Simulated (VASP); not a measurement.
# KZnI3 (P4/mmm) in VASP: single point with PBE

Aim: the single point of KZnI3 with PBE.

All numbers are computed with VASP 6.6.1; they aren't measurements. Logs are shortened: lines on timing, memory, paths and dates and some standing lists are left out, and cuts for length are marked.

## 1. The cell of the first run

Symmetry: P4/mmm, No. 123, tetragonal system. Conventional cell: a = 5.823 Å, b = 5.823 Å, c = 5.644 Å, α = 90.00°, β = 90.00°, γ = 90.00°. K (site symmetry 4/mmm) has 12 I at 4.05 to 4.12 Å and 8 Zn at 4.99 Å within 5.3 Å. Zn (site symmetry 4/mmm) has 6 I at 2.82 to 2.91 Å within 3.7 Å. I (site symmetry 4/mmm) has 2 Zn at 2.82 Å within 3.7 Å. Within 3.8 Å of I (site symmetry mmm) lie 2 Zn at 2.91 Å.

The cell was generated, and may not be a known phase.

## 2. Single point, PBE

INCAR

```
SYSTEM = KZnI3
  PREC = Accurate
  ENCUT = 520
  EDIFF = 1E-6
  ISMEAR = 0
  SIGMA = 0.15
  LREAL = .FALSE.
  LASPH = .TRUE.
  NELM = 100
  ALGO = Normal
  ISIF = 2
  LWAVE = .FALSE.
  LCHARG = .FALSE.
  GGA = PE
  NBANDS = 29
```

KPOINTS

```
regular mesh
0
G
  3 3 2
  0 0 0
```

POSCAR

```
KZnI3
1.0
    5.8232716903      0.0000000000      0.0000000000
    0.0000000000      5.8232716903      0.0000000000
    0.0000000000      0.0000000000      5.6438990846
K Zn I
1 1 3
Direct
    0.0000000000      0.0000000000      0.5000000000
    0.5000000000      0.5000000000      0.0000000000
    0.5000000000      0.5000000000      0.5000000000
    0.0000000000      0.5000000000      0.0000000000
    0.5000000000      0.0000000000      0.0000000000
```

Potentials or basis: VASP PAW PBE potentials, release 64 (K_sv, Zn, I).

Started as:

```
$ cat potpaw_PBE.64/K_sv/POTCAR potpaw_PBE.64/Zn/POTCAR potpaw_PBE.64/I/POTCAR > POTCAR
$ mpirun -np 1 vasp_std > vasp.out
```

OUTCAR:

```text
SYSTEM = KZnI3
   PREC = Accurate
   ENCUT = 520
   EDIFF = 1E-6
   ISMEAR = 0
   LREAL = .FALSE.
   LASPH = .TRUE.
   NELM = 100
   ISIF = 2
   GGA = PE

 ion  position               nearest neighbor table
   1  0.000  0.000  0.500-
   2  0.500  0.500  0.000-   3 2.82   3 2.82   5 2.91   4 2.91   5 2.91   4 2.91
   3  0.500  0.500  0.500-   2 2.82   2 2.82
   4  0.000  0.500  0.000-   2 2.91   2 2.91
   5  0.500  0.000  0.000-   2 2.91   2 2.91

  LATTYP: Found a simple tetragonal cell.
 ALAT       =     5.8232716903
 C/A-ratio  =     0.9691972803

  Lattice vectors:

 A1 = (   5.8232716903,   0.0000000000,   0.0000000000)
 A2 = (   0.0000000000,   5.8232716903,   0.0000000000)
 A3 = (   0.0000000000,   0.0000000000,   5.6438990846)

Analysis of symmetry for initial positions (statically):
=====================================================================
 Subroutine PRICEL returns:
 Original cell was already a primitive cell.

 Routine SETGRP: Setting up the symmetry group for a
 simple tetragonal supercell.

 Subroutine GETGRP returns: Found 16 space group operations
 (whereof 16 operations were pure point group operations)
 out of a pool of 16 trial point group operations.

The static configuration has the point symmetry D_4h.

Analysis of symmetry for dynamics (positions and initial velocities):
=====================================================================
 Subroutine PRICEL returns:
 Original cell was already a primitive cell.

 Routine SETGRP: Setting up the symmetry group for a
 simple tetragonal supercell.

 Subroutine GETGRP returns: Found 16 space group operations
 (whereof 16 operations were pure point group operations)
 out of a pool of 16 trial point group operations.

The dynamic configuration has the point symmetry D_4h.

 Subroutine INISYM returns: Found 16 space group operations
 (whereof 16 operations are pure point group operations),
 and found     1 'primitive' translations

----------------------------------------------------------------------------------------

                                     Primitive cell

  volume of cell :     191.3874

  direct lattice vectors                    reciprocal lattice vectors
     5.823271690  0.000000000  0.000000000     0.171724771  0.000000000  0.000000000
     0.000000000  5.823271690  0.000000000     0.000000000  0.171724771  0.000000000
     0.000000000  0.000000000  5.643899085     0.000000000  0.000000000  0.177182474

  length of vectors
     5.823271690  5.823271690  5.643899085     0.171724771  0.171724771  0.177182474

  position of ions in fractional coordinates (direct lattice)
     0.000000000  0.000000000  0.500000000
     0.500000000  0.500000000  0.000000000
     0.500000000  0.500000000  0.500000000
     0.000000000  0.500000000  0.000000000
     0.500000000  0.000000000  0.000000000

  ion indices of the primitive-cell ions
   primitive index   ion index
                 1           1
                 2           2
                 3           3
                 4           4
                 5           5

----------------------------------------------------------------------------------------

 KPOINTS: regular mesh

Automatic generation of k-mesh.
 Grid dimensions read from file:
 generate k-points for:    3    3    2

 Generating k-lattice:

  Cartesian coordinates                     Fractional coordinates (reciprocal lattice)
     0.057241590  0.000000000  0.000000000     0.333333333  0.000000000  0.000000000
     0.000000000  0.057241590  0.000000000     0.000000000  0.333333333  0.000000000
     0.000000000  0.000000000  0.088591237     0.000000000  0.000000000  0.500000000

  Length of vectors
     0.057241590  0.057241590  0.088591237

  Shift w.r.t. Gamma in fractional coordinates (k-lattice)
     0.000000000  0.000000000  0.000000000

 Subroutine IBZKPT returns following result:
 ===========================================

 Found      6 irreducible k-points:

 Following reciprocal coordinates:
            Coordinates               Weight
  0.000000  0.000000  0.000000      1.000000
  0.333333  0.000000  0.000000      4.000000
  0.333333  0.333333  0.000000      4.000000
  0.000000  0.000000  0.500000      1.000000
  0.333333  0.000000  0.500000      4.000000
  0.333333  0.333333  0.500000      4.000000
   k-points           NKPTS =      6   k-points in BZ     NKDIM =      6   number of bands    NBANDS=     29
   number of dos      NEDOS =    301   number of ions     NIONS =      5
   total plane-waves  NPLWV =  96768
   dimension x,y,z NGX =    48 NGY =   48 NGZ =   42
   dimension x,y,z NGXF=    96 NGYF=   96 NGZF=   84
   ions per type =               1   1   3
   NGX,Y,Z   is equivalent  to a cutoff of  13.70, 13.70, 12.37 a.u.
   NGXF,Y,Z  is equivalent  to a cutoff of  27.41, 27.41, 24.74 a.u.
 SYSTEM =  KZnI3
   PREC   = accura    normal or accurate (medium, high low for compatibility)
   ISTART =      0    job   : 0-new  1-cont  2-samecut
   ICHARG =      2    charge: 1-file 2-atom 10-const
   ISPIN  =      1    spin polarized calculation?
   LNONCOLLINEAR =      F non collinear calculations
   LSORBIT =      F    spin-orbit coupling
   LASPH  =      T    aspherical Exc in radial PAW
   ENCUT  =  520.0 eV  38.22 Ry    6.18 a.u.  10.83 10.83 10.49*2*pi/ulx,y,z
   NELM   =    100;   NELMIN=  2; NELMDL= -5     # of ELM steps
   EDIFF  = 0.1E-05   stopping-criterion for ELM
   LREAL  =      F    real-space projection
[... 7 lines left out ...]
   TEBEG  =    0.0;   TEEND  =   0.0 temperature during run
   PSTRESS=    0.0 pullay stress
   NELECT =      42.0000    total number of electrons
   NUPDOWN=      -1.0000    fix difference up-down
   EMIN   =  10.00;   EMAX   =-10.00  energy-range for DOS
   EFERMI =   0.00;   METHOD = LEGACY
   ISMEAR =     0;   SIGMA  =   0.15  broadening in eV -4-tet -1-fermi 0-gaus
   EFERMI_NEDOS =   21; number of points for ismear=-14 and -15
   IALGO  =     38    algorithm
   IMIX   =      4    mixing-type and parameters
     AMIX     =   0.40;   BMIX     =  1.00
     AMIX_MAG =   1.60;   BMIX_MAG =  1.00
  volume/ion in A,a.u.               =      38.28       258.31
  Fermi-wavevector in a.u.,A,eV,Ry     =   0.987461  1.866032 13.266770  0.975080
  Thomas-Fermi vector in A             =   2.118917
   LORBIT       =      0    0 simple, 1 ext, 2 COOP (PROOUT), +10 PAW based schemes
   GGA     = PE    functional components
   LHFCALC =     F    Hartree Fock is set to
   AEXX    =    0.0000 exact exchange contribution
   IVDW    =     0    specifies the selected vdW correction
   LEPSILON=     F    determine dielectric tensor
   LRPA    =     F    only Hartree local field effects (RPA)
 non-spin polarized calculation
 Gauss-broadening in eV      SIGMA  =   0.15
  energy-cutoff  :      520.00
  volume of cell :      191.39
 maximum number of plane-waves:      5177
 NGX is ok and might be reduce to    48
   NGX = 21   NGY = 21   NGZ = 21

 number of electron      42.0000012 magnetization

 Free energy of the ion-electron system (eV)
  ---------------------------------------------------
  ext. energy  EPLUGINS =         0.00000000
  ---------------------------------------------------
  free energy    TOTEN  =       -10.69581645 eV

  energy without entropy =      -10.67397620  energy(sigma->0) =      -10.68489633

 E-fermi :   1.3907     XC(G=0):  -7.8896

 val. band max:        1.2788702568   @ k =   0.3333   0.3333   0.5000
 cond. band min:       2.7014866536   @ k =   0.3333   0.0000   0.0000
 fundamental gap:      1.4226163968
 Fermi energy:         1.3907264134

 k-point     1 :       0.0000    0.0000    0.0000
  band No.  band energies     occupation
      1     -28.3640      2.00000
      2     -11.8269      2.00000
      3     -11.8269      2.00000
      4     -11.8216      2.00000
      5     -10.7003      2.00000
      6      -9.8407      2.00000
[... 21 lines left out ...]
     28       6.9400      0.00000
     29       9.4930      0.00000

 k-point     2 :       0.3333    0.0000    0.0000
  band No.  band energies     occupation
      1     -28.3640      2.00000
      2     -11.8400      2.00000
      3     -11.8264      2.00000
      4     -11.8210      2.00000
      5     -10.5419      2.00000
      6      -9.9325      2.00000
[... 21 lines left out ...]
     28       7.8732      0.00000
     29       7.9376      0.00000

 k-point     3 :       0.3333    0.3333    0.0000
  band No.  band energies     occupation
      1     -28.3639      2.00000
      2     -11.8367      2.00000
      3     -11.8338      2.00000
      4     -11.8205      2.00000
      5     -10.4069      2.00000
      6      -9.9242      2.00000
[... 21 lines left out ...]
     28       7.8108      0.00000
     29       7.9880      0.00000

 k-point     4 :       0.0000    0.0000    0.5000
  band No.  band energies     occupation
      1     -28.3639      2.00000
      2     -11.8400      2.00000
      3     -11.8260      2.00000
      4     -11.8260      2.00000
      5     -10.3082      2.00000
      6     -10.1888      2.00000
[... 21 lines left out ...]
     28       8.1763      0.00000
     29       8.5163      0.00000

 k-point     5 :       0.3333    0.0000    0.5000
  band No.  band energies     occupation
      1     -28.3639      2.00000
      2     -11.8340      2.00000
      3     -11.8328      2.00000
      4     -11.8255      2.00000
      5     -10.1733      2.00000
      6     -10.1637      2.00000
[... 21 lines left out ...]
     28       7.9153      0.00000
     29       8.6214      0.00000

 k-point     6 :       0.3333    0.3333    0.5000
  band No.  band energies     occupation
      1     -28.3639      2.00000
      2     -11.8306      2.00000
      3     -11.8292      2.00000
      4     -11.8288      2.00000
      5     -10.1689      2.00000
      6     -10.0647      2.00000
[... 21 lines left out ...]
     28       8.2216      0.00000
     29       8.3226      0.00000

------------------------ aborting loop because EDIFF is reached ----------------------------------------

  FORCE on cell =-STRESS in cart. coord.  units (eV):
  Direction    XX          YY          ZZ          XY          YZ          ZX
  --------------------------------------------------------------------------------------
  -------------------------------------------------------------------------------------
  Total        0.0104531      0.0104531     -0.1289960      0.0000000      0.0000000      0.0000000
  in kB        0.0875068      0.0875068     -1.0798746      0.0000000      0.0000000      0.0000000
  external PRESSURE =      -0.3016203 kB  Pullay stress =       0.0000000 kB

 VOLUME and BASIS-vectors are now :
 -----------------------------------------------------------------------------
  energy-cutoff  :      520.00
  volume of cell :      191.39
      direct lattice vectors                 reciprocal lattice vectors
     5.823271690  0.000000000  0.000000000     0.171724771  0.000000000  0.000000000
     0.000000000  5.823271690  0.000000000     0.000000000  0.171724771  0.000000000
     0.000000000  0.000000000  5.643899085     0.000000000  0.000000000  0.177182474

 POSITION                                       TOTAL-FORCE (eV/Angst)
 -----------------------------------------------------------------------------------
      0.00000      0.00000      2.82195         0.000000      0.000000      0.000000
      2.91164      2.91164      0.00000         0.000000      0.000000      0.000000
      2.91164      2.91164      2.82195         0.000000      0.000000      0.000000
      0.00000      2.91164      0.00000         0.000000      0.000000      0.000000
      2.91164      0.00000      0.00000         0.000000      0.000000      0.000000
 -----------------------------------------------------------------------------------
    total drift:                                0.000000      0.000000      0.000000

  FREE ENERGIE OF THE ION-ELECTRON SYSTEM (eV)
  ---------------------------------------------------
  free  energy   TOTEN  =       -10.6958164497 eV

  energy  without entropy=      -10.6739762018  energy(sigma->0) =      -10.68489633
```

It took 82 s on 1 thread of Intel Xeon Platinum 8259CL at 2.50GHz (Skylake/Cascade Lake), shared host; peak memory 0.3 GiB.

What came out:

| Property | Result |
| --- | --- |
| Free energy | -10.6958 eV |
| Pressure | 0.0 GPa |
| Band gap on the k mesh | zero (bands 21 and 22 overlap by 0.33 eV) |

Stress tensor (GPa, compression positive):
```
 0.01  0.00  0.00
 0.00  0.01  0.00
 0.00  0.00 -0.11
```

Caveat: the k points lie up to 0.56 Å⁻¹ apart; semilocal functionals underestimate gaps, and a narrow one can read as zero; spin-orbit coupling is left out, which moves the levels of the heavy elements.

The gap in the log of VASP goes by the Fermi energy; the results here count the filled bands.